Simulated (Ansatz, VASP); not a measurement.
Given: the input of a run of VASP 6.6.1 on SnTe.

File INCAR:

```
PREC = Accurate ; ENCUT = 520
EDIFF = 1E-6 ; ISMEAR = -1
SIGMA = 0.05 ; LREAL = False
LASPH = True ; NELM = 100
ALGO = Normal ; ISIF = 2
LWAVE = False ; LCHARG = True
GGA = PE ; LELF = True
LVHAR = True ; NBANDS = 17
```

Contents of KPOINTS:

```
Automatic mesh
0
Gamma
  7 7 7
```

File POSCAR:

```
SnTe
1.0
    3.9305596940      0.0000000000      0.0000000000
    0.0000000000      3.9305596940      0.0000000000
    0.0000000000      0.0000000000      3.9305596940
Te Sn
1 1
Direct
    0.5000000000      0.5000000000      0.5000000000
    0.0000000000      0.0000000000      0.0000000000
```

Potentials or basis: VASP PAW PBE potentials, release 64 (Te, Sn_d).

Launch:

```sh
$ cat potpaw_PBE.64/Te/POTCAR potpaw_PBE.64/Sn_d/POTCAR > POTCAR
$ mpirun -np 1 vasp_std > vasp.out
```

Set up the same calculation for Ansatz 0.2.0. Potentials there: all-electron LAPW, scalar-relativistic.

As run (the cutoff follows the program's own potentials):

File input.yaml:

```yaml
crystal:
  lattice:
    - [3.930559694, 0.0, 0.0]
    - [0.0, 3.930559694, 0.0]
    - [0.0, 0.0, 3.930559694]
  atoms:
    - { symbol: Te, position: [0.5, 0.5, 0.5] }
    - { symbol: Sn, position: [0.0, 0.0, 0.0] }
kpoints:
  mp_grid: { grid: [7, 7, 7] }
scf:
  occupations: { method: fermi_dirac, width: 0.05 }
hamiltonian:
  xc: pbe
  pseudopotentials: { kind: all_electron, lapw: { basis_error: 0.0005 } }
output:
  forces: true
  stress: true
  eigenvalues: true
```

Potentials or basis: all-electron LAPW, scalar-relativistic.

The run is started by

```sh
$ ansatz run input.yaml --threads 1 --pin off --max-ram 3072MiB --backend cpu --events-out ev --progress --plain --runs-dir out
```

Both were run:

|  | VASP | Ansatz | Ansatz less VASP |
| --- | --- | --- | --- |
| gap on the k mesh at the Fermi level (eV) | none | none | - |
| pressure (GPa) | -1.7 | -1.6 | +0.05 |

A gap of «none» marks a metal or a gap that the smearing closes. Ansatz ran all-electron here, and VASP with PAW potentials.

Neither program's run includes spin-orbit coupling.
